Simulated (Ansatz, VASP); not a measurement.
## Te2Mo in VASP and in Ansatz

The input INCAR:

```
SYSTEM = Te2Mo
ALGO = Normal ; EDIFF = 1E-7
ENCUT = 520 ; GGA = CA
ISIF = 2 ; ISMEAR = 0
KPAR = 4 ; LASPH = .True.
LCHARG = .False. ; LREAL = .False.
LWAVE = .False. ; NBANDS = 49
NELM = 60 ; PREC = Accurate
SIGMA = 0.05
```

File KPOINTS:

```
k-points
0
Gamma
  12 12 1
  0 0 0
```

POSCAR

```
Te2Mo
1.0
    3.4709964735      0.0000000000      0.0000000000
   -1.7354982368      3.0059711225      0.0000000000
    0.0000000000      0.0000000000     30.2065362563
Te Mo
6 3
Direct
    0.0008786234      0.0006431970      0.9405159683
    0.3654669030      0.6901900723      0.7128929968
    0.3020758710      0.6437846161      0.1682534351
    0.3645907957      0.6895487172      0.8317465649
    0.3011997636      0.6431432610      0.2871070032
   -0.0008786234     -0.0006431970      0.0594840317
    0.0316181090      0.0231460622      0.7722229666
   -0.0316181090     -0.0231460622      0.2277770334
    0.3333333333      0.6666666667      0.0000000000
```

Input for Ansatz:

```yaml
crystal:
  lattice:
    - [3.4709964735, 0.0, 0.0]
    - [-1.7354982368, 3.0059711225, 0.0]
    - [0.0, 0.0, 30.2065362563]
  atoms:
    - { symbol: Te, position: [0.0008786234, 0.000643197, 0.9405159683] }
    - { symbol: Te, position: [0.365466903, 0.6901900723, 0.7128929968] }
    - { symbol: Te, position: [0.302075871, 0.6437846161, 0.1682534351] }
    - { symbol: Te, position: [0.3645907957, 0.6895487172, 0.8317465649] }
    - { symbol: Te, position: [0.3011997636, 0.643143261, 0.2871070032] }
    - { symbol: Te, position: [-0.0008786234, -0.000643197, 0.0594840317] }
    - { symbol: Mo, position: [0.031618109, 0.0231460622, 0.7722229666] }
    - { symbol: Mo, position: [-0.031618109, -0.0231460622, 0.2277770334] }
    - { symbol: Mo, position: [0.3333333333, 0.6666666667, 0.0] }
basis:
  ecutwfc: 420
kpoints:
  mp_grid: { grid: [12, 12, 1] }
hamiltonian:
  xc: lda
scf:
  occupations: { method: gaussian, width: 0.05 }
output:
  forces: true
  stress: true
  eigenvalues: true
```

Change from the starting cell: mode 4 (14.1 1/cm) frozen in, largest displacement +0.100 Å.

Alike in both runs: task single point; functional LDA; k mesh 12 × 12 × 1; occupations gaussian, width 0.05 eV; no spin polarisation.

|  | VASP | Ansatz |
| --- | --- | --- |
| version | VASP 6.6.1 | Ansatz 0.2.0 |
| potentials or method | VASP PAW LDA potentials, release 64 (Te, Mo_sv), cutoff 520 eV | scalar-relativistic, plane waves, PAW |
| valence electrons in the cell | 78 | 138 |

```tsv
	VASP	Ansatz	Ansatz less VASP
gap on the k mesh at the Fermi level (eV)	0.82	0.83	+0.011
least direct gap on the mesh (eV)	1.15	1.15	-0.001
rms of the force components (eV/Å)	0.027	0.004	-0.0223
```

LDA's correlation is that of Perdew and Zunger in VASP and of Perdew and Wang (1992) in Ansatz. Atom by atom the forces differ by 0.027 eV/Å (rms over components). VASP's potentials hold 78 valence electrons a cell and Ansatz's 138, so a difference there can come from the potentials and not from the codes.

Spin-orbit coupling is off throughout.
